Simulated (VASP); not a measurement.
Write the native input for VASP 6.6.1 that does the following.

```yaml
Task: single point
Functional: LDA
Potentials_or_basis: VASP PAW LDA potentials, release 64 (Ca_sv)
Cutoff: 520 eV
k_mesh: 16 × 16 × 16
Occupations: gaussian, width 0.15 eV
Spin: no spin polarisation
Dipole_correction: no
Further_INCAR_settings: ALGO = Fast; EDIFF = 1e-07; NBANDS = 11
```

The structure of Ca lies in POSCAR:

```
Ca
1.0
    0.0000000000      2.5602146059      3.3282789877
    2.5602146059      0.0000000000      3.3282789877
    2.5602146059      2.5602146059      0.0000000000
Ca
1
Direct
    0.0000000000      0.0000000000      0.0000000000
```

This cell differs from its parent crystal: ratio of the length along z to the lengths across it x 1.3, volume and fractional coordinates fixed.

One way to write it, as run:

INCAR

```
SYSTEM = Ca
ALGO = Fast
EDIFF = 1E-7
ENCUT = 520
GGA = CA
ISIF = 2
ISMEAR = 0
LASPH = .True.
LCHARG = .True.
LELF = .True.
LREAL = .False.
LVHAR = .True.
LWAVE = .False.
NBANDS = 11
NELM = 80
PREC = Accurate
SIGMA = 0.15
```

KPOINTS

```
k-points
0
Gamma
  16 16 16
  0 0 0
```

Potentials or basis: VASP PAW LDA potentials, release 64 (Ca_sv).

Run with:

```console
$ cat potpaw_LDA.64/Ca_sv/POTCAR > POTCAR
$ mpirun -np 1 vasp_std > vasp.out
```

Results of the run:

```json
{"Pressure": "-2.1 GPa", "Band gap on the k mesh": "zero (band 5 reaches 1.83 eV, above the bottom of band 6 at 1.35 eV)"}
```

Wall time 4.5 min on 1 thread of AMD EPYC 7R13, with other jobs on the host, peak memory 0.25 GiB.
